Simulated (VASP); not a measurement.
# RbAl3 (Pm-3m) in VASP: a series of runs

RbAl3 is run at these levels: PBE; tasks: single point, relaxation of cell and atoms.

All numbers are computed with VASP 6.6.1; they aren't measurements. Logs are shortened: lines on timing, memory, paths and dates and some standing lists are left out, and cuts for length are marked.

### Step 1. The cell of the first run

Symmetry: Pm-3m, No. 221, cubic system. The conventional cell has a = 4.696 Å, b = 4.696 Å, c = 4.696 Å, α = 90.00°, β = 90.00°, γ = 90.00°. Rb (site symmetry m-3m) has 12 Al at 3.32 Å within 4.4 Å. Within 4.4 Å of Al (site symmetry 4/mmm) lie 4 Rb at 3.32 Å and 8 Al at 3.32 Å.

### Step 2. Single point, PBE

INCAR

```
ALGO     = Fast           # electronic algorithm
EDIFF    = 1E-6           # SCF threshold, eV
ENCUT    = 520            # plane-wave cutoff, eV
GGA      = PE             # functional
ISIF     = 2              # what is computed and relaxed
ISMEAR   = 0              # smearing method
LASPH    = True           # aspherical terms in the spheres
LCHARG   = False          # write CHGCAR
LREAL    = False          # projectors in reciprocal space
LWAVE    = False          # write WAVECAR
NBANDS   = 17             # bands
NELM     = 80             # most SCF steps
PREC     = Accurate       # precision mode
SIGMA    = 0.1            # smearing width, eV
```

KPOINTS

```
k-points
0
Gamma
  10 10 10
```

POSCAR

```
RbAl3
1.0
    4.6959210216      0.0000000000      0.0000000000
    0.0000000000      4.6959210216      0.0000000000
    0.0000000000      0.0000000000      4.6959210216
Rb Al
1 3
Direct
    0.0000000000      0.0000000000      0.0000000000
    0.0000000000      0.5000000000      0.5000000000
    0.5000000000      0.0000000000      0.5000000000
    0.5000000000      0.5000000000      0.0000000000
```

Potentials or basis: VASP PAW PBE potentials, release 64 (Rb_sv, Al).

Launch:

```bash
cat potpaw_PBE.64/Rb_sv/POTCAR potpaw_PBE.64/Al/POTCAR > POTCAR
mpirun -np 1 vasp_std > vasp.out
```

OUTCAR:

```text
EDIFF = 1E-6
   ENCUT = 520
   GGA = PE
   ISIF = 2
   ISMEAR = 0
   LASPH = True
   LREAL = False
   NELM = 80
   PREC = Accurate

 ion  position               nearest neighbor table
   1  0.000  0.000  0.000-   2 3.32   3 3.32   4 3.32   2 3.32   3 3.32   2 3.32   4 3.32   2 3.32
                             3 3.32   4 3.32   3 3.32   4 3.32
   2  0.000  0.500  0.500-   1 3.32   3 3.32   4 3.32   1 3.32   4 3.32   1 3.32   3 3.32   1 3.32
                             3 3.32   4 3.32   4 3.32   3 3.32
   3  0.500  0.000  0.500-   1 3.32   2 3.32   4 3.32   1 3.32   4 3.32   2 3.32   4 3.32   4 3.32
                             1 3.32   2 3.32   1 3.32   2 3.32
   4  0.500  0.500  0.000-   1 3.32   2 3.32   3 3.32   2 3.32   3 3.32   1 3.32   3 3.32   3 3.32
                             1 3.32   2 3.32   2 3.32   1 3.32

  LATTYP: Found a simple cubic cell.
 ALAT       =     4.6959210216

  Lattice vectors:

 A1 = (   4.6959210216,   0.0000000000,   0.0000000000)
 A2 = (   0.0000000000,   4.6959210216,   0.0000000000)
 A3 = (   0.0000000000,   0.0000000000,   4.6959210216)

Analysis of symmetry for initial positions (statically):
=====================================================================
 Subroutine PRICEL returns:
 Original cell was already a primitive cell.

 Routine SETGRP: Setting up the symmetry group for a
 simple cubic supercell.

 Subroutine GETGRP returns: Found 48 space group operations
 (whereof 48 operations were pure point group operations)
 out of a pool of 48 trial point group operations.

The static configuration has the point symmetry O_h .

Analysis of symmetry for dynamics (positions and initial velocities):
=====================================================================
 Subroutine PRICEL returns:
 Original cell was already a primitive cell.

 Routine SETGRP: Setting up the symmetry group for a
 simple cubic supercell.

 Subroutine GETGRP returns: Found 48 space group operations
 (whereof 48 operations were pure point group operations)
 out of a pool of 48 trial point group operations.

The dynamic configuration has the point symmetry O_h .

 Subroutine INISYM returns: Found 48 space group operations
 (whereof 48 operations are pure point group operations),
 and found     1 'primitive' translations

----------------------------------------------------------------------------------------

                                     Primitive cell

  volume of cell :     103.5529

  direct lattice vectors                    reciprocal lattice vectors
     4.695921022  0.000000000  0.000000000     0.212950771  0.000000000  0.000000000
     0.000000000  4.695921022  0.000000000     0.000000000  0.212950771  0.000000000
     0.000000000  0.000000000  4.695921022     0.000000000  0.000000000  0.212950771

  length of vectors
     4.695921022  4.695921022  4.695921022     0.212950771  0.212950771  0.212950771

  position of ions in fractional coordinates (direct lattice)
     0.000000000  0.000000000  0.000000000
     0.000000000  0.500000000  0.500000000
     0.500000000  0.000000000  0.500000000
     0.500000000  0.500000000  0.000000000

  ion indices of the primitive-cell ions
   primitive index   ion index
                 1           1
                 2           2
                 3           3
                 4           4

----------------------------------------------------------------------------------------

 KPOINTS: k-points

Automatic generation of k-mesh.
 Grid dimensions read from file:
 generate k-points for:   10   10   10

 Generating k-lattice:

  Cartesian coordinates                     Fractional coordinates (reciprocal lattice)
     0.021295077  0.000000000  0.000000000     0.100000000  0.000000000  0.000000000
     0.000000000  0.021295077  0.000000000     0.000000000  0.100000000  0.000000000
     0.000000000  0.000000000  0.021295077     0.000000000  0.000000000  0.100000000

  Length of vectors
     0.021295077  0.021295077  0.021295077

  Shift w.r.t. Gamma in fractional coordinates (k-lattice)
     0.000000000  0.000000000  0.000000000

 Subroutine IBZKPT returns following result:
 ===========================================

 Found     56 irreducible k-points:

 Following reciprocal coordinates:
            Coordinates               Weight
  0.000000  0.000000  0.000000      1.000000
  0.100000  0.000000  0.000000      6.000000
  0.200000  0.000000  0.000000      6.000000
  0.300000  0.000000  0.000000      6.000000
  0.400000  0.000000  0.000000      6.000000
  0.500000  0.000000  0.000000      3.000000
[... 16 lines left out ...]
  0.200000  0.100000  0.100000     24.000000
  0.300000  0.100000  0.100000     24.000000
 [... further k-points ...]
   k-points           NKPTS =     56   k-points in BZ     NKDIM =     56   number of bands    NBANDS=     17
   number of dos      NEDOS =    301   number of ions     NIONS =      4
   total plane-waves  NPLWV =  46656
   dimension x,y,z NGX =    36 NGY =   36 NGZ =   36
   dimension x,y,z NGXF=    72 NGYF=   72 NGZF=   72
   ions per type =               1   3
   NGX,Y,Z   is equivalent  to a cutoff of  12.74, 12.74, 12.74 a.u.
   NGXF,Y,Z  is equivalent  to a cutoff of  25.49, 25.49, 25.49 a.u.
 SYSTEM =  unknown system
   PREC   = accura    normal or accurate (medium, high low for compatibility)
   ISTART =      0    job   : 0-new  1-cont  2-samecut
   ICHARG =      2    charge: 1-file 2-atom 10-const
   ISPIN  =      1    spin polarized calculation?
   LNONCOLLINEAR =      F non collinear calculations
   LSORBIT =      F    spin-orbit coupling
   LASPH  =      T    aspherical Exc in radial PAW
   ENCUT  =  520.0 eV  38.22 Ry    6.18 a.u.   8.73  8.73  8.73*2*pi/ulx,y,z
   NELM   =     80;   NELMIN=  2; NELMDL= -5     # of ELM steps
   EDIFF  = 0.1E-05   stopping-criterion for ELM
   LREAL  =      F    real-space projection
   EDIFFG = 0.1E-04   stopping-criterion for IOM
   NSW    =      0    number of steps for IOM
   IBRION =     -1    ionic relax: 0-MD 1-quasi-New 2-CG
   NFREE  =      0    steps in history (QN), initial steepest desc. (CG)
   ISIF   =      2    stress and relaxation
   ISYM   =      2    0-nonsym 1-usesym 2-fastsym
   POTIM  = 0.5000    time-step for ionic-motion
   TEBEG  =    0.0;   TEEND  =   0.0 temperature during run
   PSTRESS=    0.0 pullay stress
   NELECT =      18.0000    total number of electrons
   NUPDOWN=      -1.0000    fix difference up-down
   EMIN   =  10.00;   EMAX   =-10.00  energy-range for DOS
   EFERMI =   0.00;   METHOD = LEGACY
   ISMEAR =     0;   SIGMA  =   0.10  broadening in eV -4-tet -1-fermi 0-gaus
   EFERMI_NEDOS =   21; number of points for ismear=-14 and -15
   IALGO  =     68    algorithm
   IMIX   =      4    mixing-type and parameters
     AMIX     =   0.40;   BMIX     =  1.00
     AMIX_MAG =   1.60;   BMIX_MAG =  1.00
  volume/ion in A,a.u.               =      25.89       174.70
  Fermi-wavevector in a.u.,A,eV,Ry     =   0.913647  1.726542 11.357463  0.834750
  Thomas-Fermi vector in A             =   2.038182
   LORBIT       =      0    0 simple, 1 ext, 2 COOP (PROOUT), +10 PAW based schemes
   GGA     = PE    functional components
   LHFCALC =     F    Hartree Fock is set to
   AEXX    =    0.0000 exact exchange contribution
   IVDW    =     0    specifies the selected vdW correction
   LEPSILON=     F    determine dielectric tensor
   LRPA    =     F    only Hartree local field effects (RPA)
 non-spin polarized calculation
 RMM-DIIS sequential band-by-band and
 Gauss-broadening in eV      SIGMA  =   0.10
  energy-cutoff  :      520.00
  volume of cell :      103.55
 maximum number of plane-waves:      2819
 NGX is ok and might be reduce to    36
   NGX = 17   NGY = 17   NGZ = 17

 number of electron      18.0000000 magnetization

 Free energy of the ion-electron system (eV)
  ---------------------------------------------------
  ext. energy  EPLUGINS =         0.00000000
  ---------------------------------------------------
  free energy    TOTEN  =        -9.48944118 eV

  energy without entropy =       -9.47888701  energy(sigma->0) =       -9.48416409

 E-fermi :   3.7022     XC(G=0):  -8.8896

 val. band max:        3.6965186778   @ k =   0.4000   0.3000   0.0000
 cond. band min:       3.7134987680   @ k =   0.5000   0.1000   0.1000
 fundamental gap:      0.0169800902
 Fermi energy:         3.7021529129

 k-point     1 :       0.0000    0.0000    0.0000
  band No.  band energies     occupation
      1     -22.9459      2.00000
      2      -7.2633      2.00000
      3      -7.2633      2.00000
      4      -7.2633      2.00000
      5      -3.7053      2.00000
      6       1.6107      2.00000
[... 9 lines left out ...]
     16       7.9824      0.00000
     17       7.9824      0.00000

 k-point     2 :       0.1000    0.0000    0.0000
  band No.  band energies     occupation
      1     -22.9453      2.00000
      2      -7.2991      2.00000
      3      -7.2604      2.00000
      4      -7.2604      2.00000
      5      -3.6105      2.00000
      6       1.2553      2.00000
[... 9 lines left out ...]
     16       8.6813      0.00000
     17       8.6960      0.00000

 k-point     3 :       0.2000    0.0000    0.0000
  band No.  band energies     occupation
      1     -22.9436      2.00000
      2      -7.3881      2.00000
      3      -7.2526      2.00000
      4      -7.2526      2.00000
      5      -3.3410      2.00000
      6       0.5398      2.00000
[... 9 lines left out ...]
     16       8.9033      0.00000
     17       9.4264      0.00000

 k-point     4 :       0.3000    0.0000    0.0000
  band No.  band energies     occupation
      1     -22.9416      2.00000
      2      -7.4905      2.00000
      3      -7.2430      2.00000
      4      -7.2430      2.00000
      5      -2.9295      2.00000
      6      -0.2464      2.00000
[... 9 lines left out ...]
     16       8.6773      0.00000
     17       9.2164      0.00000
[... 343 lines left out ...]
      1     -22.9440      2.00000
      2      -7.3086      2.00000
      3      -7.2831      2.00000
      4      -7.2831      2.00000
      5      -3.4289      2.00000
      6       1.2348      2.00000
[... 9 lines left out ...]
     16       8.6352      0.00000
     17       8.6352      0.00000

 k-point    23 :       0.2000    0.1000    0.1000
  band No.  band energies     occupation
      1     -22.9424      2.00000
      2      -7.3808      2.00000
      3      -7.2856      2.00000
      4      -7.2743      2.00000
      5      -3.1738      2.00000
      6       0.6157      2.00000
[... 9 lines left out ...]
     16       8.9142      0.00000
     17       9.3542      0.00000

 k-point    24 :       0.3000    0.1000    0.1000
  band No.  band energies     occupation
      1     -22.9404      2.00000
      2      -7.4774      2.00000
      3      -7.2748      2.00000
      4      -7.2634      2.00000
      5      -2.7833      2.00000
      6      -0.1433      2.00000
[... 9 lines left out ...]
     16       8.8956      0.00000
     17       9.3527      0.00000

 [... further k-points ...]
[... 5 lines left out ...]
  --------------------------------------------------------------------------------------
  -------------------------------------------------------------------------------------
  Total       -0.0086661     -0.0086661     -0.0086661      0.0000000      0.0000000     -0.0000000
  in kB       -0.1340823     -0.1340823     -0.1340823      0.0000000      0.0000000     -0.0000000
  external PRESSURE =      -0.1340823 kB  Pullay stress =       0.0000000 kB

 VOLUME and BASIS-vectors are now :
 -----------------------------------------------------------------------------
  energy-cutoff  :      520.00
  volume of cell :      103.55
      direct lattice vectors                 reciprocal lattice vectors
     4.695921022  0.000000000  0.000000000     0.212950771  0.000000000  0.000000000
     0.000000000  4.695921022  0.000000000     0.000000000  0.212950771  0.000000000
     0.000000000  0.000000000  4.695921022     0.000000000  0.000000000  0.212950771

 POSITION                                       TOTAL-FORCE (eV/Angst)
 -----------------------------------------------------------------------------------
      0.00000      0.00000      0.00000         0.000000      0.000000      0.000000
      0.00000      2.34796      2.34796         0.000000      0.000000      0.000000
      2.34796      0.00000      2.34796         0.000000      0.000000      0.000000
      2.34796      2.34796      0.00000         0.000000      0.000000      0.000000
 -----------------------------------------------------------------------------------
    total drift:                                0.000000     -0.000000     -0.000000

  FREE ENERGIE OF THE ION-ELECTRON SYSTEM (eV)
  ---------------------------------------------------
  free  energy   TOTEN  =        -9.4894411774 eV

  energy  without entropy=       -9.4788870110  energy(sigma->0) =       -9.48416409
```

Wall time 28 s (1 thread of Intel Xeon 6975P-C (Granite Rapids), shared host); peak memory 0.25 GiB.

What came out:

```yaml
Free_energy: -9.4894 eV
Pressure: 0.0 GPa
Band_gap_on_the_k_mesh: zero (band 9 reaches 4.57 eV, above the bottom of band 10 at 3.04 eV)
```

Levels at points of the mesh, in eV from the Fermi level:
```
           k point  band 7  band 8  band 9  band 10  band 11  band 12
(0.00, 0.00, 0.00)   -2.09   -0.54   -0.54    -0.54     2.97     3.72
(0.50, 0.00, 0.00)   -1.00   -0.50   -0.50     0.25     1.81     1.81
(0.50, 0.50, 0.00)   -3.88   -2.12    0.86     0.86     1.32     1.50
(0.50, 0.50, 0.50)   -4.03   -2.85   -0.67    -0.67    -0.67     3.64
```

### Step 3. Relaxation of cell and atoms, PBE

This run uses another cell than the first one, of 25.95 Å³/atom, 1.002 times its volume.

INCAR

```
SYSTEM = RbAl3
PREC = Accurate
ENCUT = 600
EDIFF = 1E-6
ISMEAR = 0
SIGMA = 0.1
LREAL = .False.
LASPH = .True.
NELM = 100
ALGO = Fast
ISIF = 3
LWAVE = .False.
LCHARG = .False.
GGA = PE
IBRION = 2
NSW = 100
EDIFFG = -0.01
```

KPOINTS

```
regular mesh
0
Gamma
  10 10 10
  0 0 0
```

POSCAR

```
RbAl3
1.0
    4.6997415347      0.0000000000      0.0000000000
    0.0000000000      4.6997415347      0.0000000000
    0.0000000000      0.0000000000      4.6997415347
Rb Al
1 3
Direct
    0.0000000000      0.0000000000      0.0000000000
    0.0000000000      0.5000000000      0.5000000000
    0.5000000000      0.0000000000      0.5000000000
    0.5000000000      0.5000000000      0.0000000000
```

Potentials or basis: VASP PAW PBE potentials, release 64 (Rb_sv, Al).

Launch:

```bash
cat potpaw_PBE.64/Rb_sv/POTCAR potpaw_PBE.64/Al/POTCAR > POTCAR
mpirun -np 1 vasp_std > vasp.out
```

Run time: 48 s. Hardware: 1 thread of Intel Xeon 6975P-C (Granite Rapids), shared host; peak memory 0.3 GiB.

The run converged. Its results:

```
Free energy                            : -9.4894 eV
Relaxed volume                         : 25.91 Å³/atom
Relaxed cell                           : a = 4.697 Å, b = 4.697 Å, c = 4.697 Å, α = 90.00°, β = 90.00°, γ = 90.00°
Space group after relaxing (to 0.05 Å) : Pm-3m (No. 221)
Energy gained by relaxing              : 0.0 meV/atom
Ionic steps                            : 2
Pressure after relaxing                : 0.0 GPa
Band gap on the k mesh                 : zero (band 9 reaches 4.56 eV, above the bottom of band 10 at 3.03 eV)
```

Final structure:
```xyz
4
Lattice="4.6972 0.0000 0.0000 0.0000 4.6972 0.0000 0.0000 0.0000 4.6972" Properties=species:S:1:pos:R:3 pbc="T T T"
Rb    0.0000    0.0000    0.0000
Al    0.0000    2.3486    2.3486
Al    2.3486    0.0000    2.3486
Al    2.3486    2.3486    0.0000
```

Levels at points of the mesh, in eV from the Fermi level:
| k point | band 6 | band 7 | band 8 | band 9 | band 10 | band 11 | band 12 | band 13 |
| --- | --- | --- | --- | --- | --- | --- | --- | --- |
| (0.00, 0.00, 0.00) | -2.09 | -2.09 | -0.54 | -0.54 | -0.54 | 2.97 | 3.71 | 3.71 |
| (0.50, 0.00, 0.00) | -5.23 | -1.01 | -0.49 | -0.49 | 0.26 | 1.81 | 1.81 | 2.24 |
| (0.50, 0.50, 0.00) | -3.88 | -3.88 | -2.12 | 0.86 | 0.86 | 1.32 | 1.50 | 2.84 |
| (0.50, 0.50, 0.50) | -4.03 | -4.03 | -2.85 | -0.67 | -0.67 | -0.67 | 3.64 | 7.33 |
